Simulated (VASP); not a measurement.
# Na (Cmmm) in VASP: further runs, part 2 of 2

VASP 6.6.1.

### Step 3. Single point, LDA (strain +0.0250 x Voigt [0, 0, 0, 0, 1, 0])

File INCAR:

```
  PREC = Accurate
  ENCUT = 520
  EDIFF = 1E-6
  ISMEAR = 0
  SIGMA = 0.15
  LREAL = False
  LASPH = True
  NELM = 80
  ALGO = Fast
  ISIF = 2
  LWAVE = False
  LCHARG = False
  GGA = CA
  NBANDS = 10
```

File KPOINTS:

```
regular mesh
0
Gamma
  8 8 8
```

File POSCAR:

```
Na
1.0
    7.0233428623      0.0000000000      0.0877917858
    0.0000000000      7.0233428623      0.0000000000
    0.0877917858      0.0000000000      7.0233428623
Na
1
Direct
    0.0000000000      0.0000000000      0.0000000000
```

Potentials or basis: VASP PAW LDA potentials, release 64 (Na_pv).

Run with:

```console
$ cat potpaw_LDA.64/Na_pv/POTCAR > POTCAR
$ mpirun -np 1 vasp_std > vasp.out
```

OUTCAR:

```text
PREC = Accurate
   ENCUT = 520
   EDIFF = 1E-6
   ISMEAR = 0
   LREAL = False
   LASPH = True
   NELM = 80
   ISIF = 2
   GGA = CA

 ion  position               nearest neighbor table
   1  0.000  0.000  0.000-

  LATTYP: Found a base centered orthorhombic cell.
 ALAT       =     9.8083503949
 B/A-ratio  =     1.0253164557
 C/A-ratio  =     0.7160574999

  Lattice vectors:

 A1 = (  -7.0233428623,   0.0000000000,  -0.0877917858)
 A2 = (   0.0877917858,   0.0000000000,   7.0233428623)
 A3 = (   0.0000000000,   7.0233428623,   0.0000000000)

Analysis of symmetry for initial positions (statically):
=====================================================================
 Subroutine PRICEL returns:
 Original cell was already a primitive cell.

 Routine SETGRP: Setting up the symmetry group for a
 base centered orthorhombic supercell.

 Subroutine GETGRP returns: Found  8 space group operations
 (whereof  8 operations were pure point group operations)
 out of a pool of  8 trial point group operations.

The static configuration has the point symmetry D_2h.

Analysis of symmetry for dynamics (positions and initial velocities):
=====================================================================
 Subroutine PRICEL returns:
 Original cell was already a primitive cell.

 Routine SETGRP: Setting up the symmetry group for a
 base centered orthorhombic supercell.

 Subroutine GETGRP returns: Found  8 space group operations
 (whereof  8 operations were pure point group operations)
 out of a pool of  8 trial point group operations.

The dynamic configuration has the point symmetry D_2h.

 Subroutine INISYM returns: Found  8 space group operations
 (whereof  8 operations are pure point group operations),
 and found     1 'primitive' translations

----------------------------------------------------------------------------------------

                                     Primitive cell

  volume of cell :     346.3887

  direct lattice vectors                    reciprocal lattice vectors
     7.023342862  0.000000000  0.087791786     0.142404592  0.000000000 -0.001780057
     0.000000000  7.023342862  0.000000000     0.000000000  0.142382341  0.000000000
     0.087791786  0.000000000  7.023342862    -0.001780057  0.000000000  0.142404592

  length of vectors
     7.023891540  7.023342862  7.023891540     0.142415717  0.142382341  0.142415717

  position of ions in fractional coordinates (direct lattice)
     0.000000000  0.000000000  0.000000000

  ion indices of the primitive-cell ions
   primitive index   ion index
                 1           1

----------------------------------------------------------------------------------------

 KPOINTS: regular mesh

Automatic generation of k-mesh.
 Grid dimensions read from file:
 generate k-points for:    8    8    8

 Generating k-lattice:

  Cartesian coordinates                     Fractional coordinates (reciprocal lattice)
     0.017800574  0.000000000 -0.000222507     0.125000000  0.000000000  0.000000000
     0.000000000  0.017797793  0.000000000     0.000000000  0.125000000  0.000000000
    -0.000222507  0.000000000  0.017800574     0.000000000  0.000000000  0.125000000

  Length of vectors
     0.017801965  0.017797793  0.017801965

  Shift w.r.t. Gamma in fractional coordinates (k-lattice)
     0.000000000  0.000000000  0.000000000

 Subroutine IBZKPT returns following result:
 ===========================================

 Found    105 irreducible k-points:

 Following reciprocal coordinates:
            Coordinates               Weight
  0.000000  0.000000  0.000000      1.000000
  0.125000  0.000000  0.000000      4.000000
  0.250000  0.000000  0.000000      4.000000
  0.375000  0.000000  0.000000      4.000000
  0.500000  0.000000  0.000000      2.000000
  0.000000  0.125000  0.000000      2.000000
[... 16 lines left out ...]
  0.250000  0.500000  0.000000      4.000000
  0.375000  0.500000  0.000000      4.000000
 [... further k-points ...]
   k-points           NKPTS =    105   k-points in BZ     NKDIM =    105   number of bands    NBANDS=     10
   number of dos      NEDOS =    301   number of ions     NIONS =      1
   total plane-waves  NPLWV = 157464
   dimension x,y,z NGX =    54 NGY =   54 NGZ =   54
   dimension x,y,z NGXF=   108 NGYF=  108 NGZF=  108
   ions per type =               1
   NGX,Y,Z   is equivalent  to a cutoff of  12.78, 12.78, 12.78 a.u.
   NGXF,Y,Z  is equivalent  to a cutoff of  25.56, 25.56, 25.56 a.u.
 SYSTEM =  unknown system
   PREC   = accura    normal or accurate (medium, high low for compatibility)
   ISTART =      0    job   : 0-new  1-cont  2-samecut
   ICHARG =      2    charge: 1-file 2-atom 10-const
   ISPIN  =      1    spin polarized calculation?
   LNONCOLLINEAR =      F non collinear calculations
   LSORBIT =      F    spin-orbit coupling
   LASPH  =      T    aspherical Exc in radial PAW
   ENCUT  =  520.0 eV  38.22 Ry    6.18 a.u.  13.06 13.06 13.06*2*pi/ulx,y,z
   NELM   =     80;   NELMIN=  2; NELMDL= -5     # of ELM steps
   EDIFF  = 0.1E-05   stopping-criterion for ELM
   LREAL  =      F    real-space projection
   EDIFFG = 0.1E-04   stopping-criterion for IOM
   NSW    =      0    number of steps for IOM
   IBRION =     -1    ionic relax: 0-MD 1-quasi-New 2-CG
   NFREE  =      0    steps in history (QN), initial steepest desc. (CG)
   ISIF   =      2    stress and relaxation
   ISYM   =      2    0-nonsym 1-usesym 2-fastsym
   POTIM  = 0.5000    time-step for ionic-motion
   TEBEG  =    0.0;   TEEND  =   0.0 temperature during run
   PSTRESS=    0.0 pullay stress
   NELECT =       7.0000    total number of electrons
   NUPDOWN=      -1.0000    fix difference up-down
   EMIN   =  10.00;   EMAX   =-10.00  energy-range for DOS
   EFERMI =   0.00;   METHOD = LEGACY
   ISMEAR =     0;   SIGMA  =   0.15  broadening in eV -4-tet -1-fermi 0-gaus
   EFERMI_NEDOS =   21; number of points for ismear=-14 and -15
   IALGO  =     68    algorithm
   IMIX   =      4    mixing-type and parameters
     AMIX     =   0.40;   BMIX     =  1.00
     AMIX_MAG =   1.60;   BMIX_MAG =  1.00
  volume/ion in A,a.u.               =     346.39      2337.55
  Fermi-wavevector in a.u.,A,eV,Ry     =   0.445916  0.842659  2.705396  0.198841
  Thomas-Fermi vector in A             =   1.423903
   LORBIT       =      0    0 simple, 1 ext, 2 COOP (PROOUT), +10 PAW based schemes
   GGA     = CA    functional components
   LHFCALC =     F    Hartree Fock is set to
   AEXX    =    0.0000 exact exchange contribution
   IVDW    =     0    specifies the selected vdW correction
   LEPSILON=     F    determine dielectric tensor
   LRPA    =     F    only Hartree local field effects (RPA)
 non-spin polarized calculation
 RMM-DIIS sequential band-by-band and
 Gauss-broadening in eV      SIGMA  =   0.15
  energy-cutoff  :      520.00
  volume of cell :      346.39
 maximum number of plane-waves:      9376
 NGX is ok and might be reduce to    54
   NGX = 27   NGY = 27   NGZ = 27

 number of electron       7.0000013 magnetization

 Free energy of the ion-electron system (eV)
  ---------------------------------------------------
  ext. energy  EPLUGINS =         0.00000000
  ---------------------------------------------------
  free energy    TOTEN  =        -0.19081614 eV

  energy without entropy =       -0.14605120  energy(sigma->0) =       -0.16843367

 E-fermi :  -2.4476     XC(G=0):  -2.4956

 val. band max:       -2.4524362490   @ k =  -0.3750   0.1250   0.2500
 cond. band min:      -2.4323380001   @ k =   0.5000   0.0000   0.2500
 fundamental gap:      0.0200982489
 Fermi energy:        -2.4475621407

 k-point     1 :       0.0000    0.0000    0.0000
  band No.  band energies     occupation
      1     -28.5757      2.00000
      2     -28.5756      2.00000
      3     -28.5755      2.00000
      4      -2.8289      1.99968
      5       0.3074      0.00000
      6       0.3167      0.00000
      7       0.3274      0.00000
      8       0.5059      0.00000
      9       1.0650      0.00000
     10       1.0663      0.00000
[... 287 lines left out ...]
 k-point    24 :       0.3750    0.5000    0.0000
  band No.  band energies     occupation
      1     -28.5757      2.00000
      2     -28.5756      2.00000
      3     -28.5755      2.00000
      4      -2.3326      0.27834
      5      -0.8777      0.00000
      6      -0.6557      0.00000
      7       0.3522      0.00000
      8       0.7690      0.00000
      9       1.6313      0.00000
     10       2.3051      0.00000

 [... further k-points ...]

------------------------ aborting loop because EDIFF is reached ----------------------------------------

  FORCE on cell =-STRESS in cart. coord.  units (eV):
  Direction    XX          YY          ZZ          XY          YZ          ZX
  --------------------------------------------------------------------------------------
  -------------------------------------------------------------------------------------
  Total       -0.2788346     -0.2788026     -0.2788346      0.0000000      0.0000000     -0.0054034
  in kB       -1.2897141     -1.2895664     -1.2897141      0.0000000      0.0000000     -0.0249930
  external PRESSURE =      -1.2896649 kB  Pullay stress =       0.0000000 kB

 VOLUME and BASIS-vectors are now :
 -----------------------------------------------------------------------------
  energy-cutoff  :      520.00
  volume of cell :      346.39
      direct lattice vectors                 reciprocal lattice vectors
     7.023342862  0.000000000  0.087791786     0.142404592  0.000000000 -0.001780057
     0.000000000  7.023342862  0.000000000     0.000000000  0.142382341  0.000000000
     0.087791786  0.000000000  7.023342862    -0.001780057  0.000000000  0.142404592

 POSITION                                       TOTAL-FORCE (eV/Angst)
 -----------------------------------------------------------------------------------
      0.00000      0.00000      0.00000        -0.000000      0.000000      0.000000
 -----------------------------------------------------------------------------------
    total drift:                                0.000000     -0.000000     -0.000000

  FREE ENERGIE OF THE ION-ELECTRON SYSTEM (eV)
  ---------------------------------------------------
  free  energy   TOTEN  =        -0.1908161432 eV

  energy  without entropy=       -0.1460511977  energy(sigma->0) =       -0.16843367
```

stdout:

```text
POSCAR found type information on POSCAR Na
 POSCAR found :  1 types and       1 ions
 scaLAPACK will be used
 LDA part: xc-table for (Slater(with rela. corr.)+CA(PZ))
 , standard interpolation
 POSCAR, INCAR and KPOINTS ok, starting setup
 FFT: planning ... GRIDC
 FFT: planning ... GRID_SOFT
 FFT: planning ... GRID
 WAVECAR not read
 entering main loop
```

Wall time 2.1 min (1 thread of Intel Xeon 6975P-C (Granite Rapids), shared host); peak memory 0.49 GiB.

Results:

* Free energy: -0.1908 eV
* Pressure: -0.1 GPa
* Band gap on the k mesh: zero (an odd number of electrons rules out a gap without spin polarisation)

Levels at points of the mesh, in eV from the Fermi level:
```
           k point  band 2  band 3  band 4  band 5  band 6  band 7
(0.00, 0.00, 0.00)  -26.13  -26.13   -0.38    2.75    2.76    2.77
(0.50, 0.00, 0.00)  -26.13  -26.13   -0.10    1.28    3.03    3.03
(0.00, 0.50, 0.00)  -26.13  -26.13   -0.10    1.28    3.02    3.04
(0.50, 0.50, 0.00)  -26.13  -26.13    0.16    1.65    1.65    2.62
(0.50, 0.00, 0.50)  -26.13  -26.13    0.16    1.63    1.68    2.62
(0.50, 0.50, 0.50)  -26.13  -26.13    0.41    1.97    1.99    2.01
```

Caveat: the cell differs from its parent crystal (strain +0.0250 x Voigt [0, 0, 0, 0, 1, 0]); the nearest neighbours stand farther apart than a usual bond.

The gap in the log of VASP goes by the Fermi energy; the results here count the filled bands.